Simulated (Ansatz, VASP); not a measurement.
**ZnS in VASP and in Ansatz**

```xyz
2
Lattice="0.0000 2.6506 2.7046 2.6506 0.0000 2.7046 2.6506 2.6506 0.0000" Properties=species:S:1:pos:R:3 pbc="T T T"
Zn    0.0000    0.0000    0.0000
S     3.9758    3.9758    4.0570
```

Change from the starting cell: equal xx and yy strain of -2 %.

Alike in both runs: task single point; functional PBE; k mesh 8 × 8 × 8; occupations fermi-dirac, width 0.01 eV; no spin polarisation.

```csv
,VASP,Ansatz
version,VASP 6.6.1,Ansatz 0.2.0
potentials or method,"VASP PAW PBE potentials, release 64 (Zn, S), cutoff 520 eV","all-electron LAPW, scalar-relativistic"
```

```tsv
	VASP	Ansatz	Ansatz less VASP
gap on the k mesh at the Fermi level (eV)	2.25	2.25	-0.004
pressure (GPa)	4.9	4.7	-0.18
traceless stress, the component that is largest in VASP (GPa)	-0.54	-0.55	-0.005
```

Ansatz ran all-electron here, and VASP with PAW potentials.
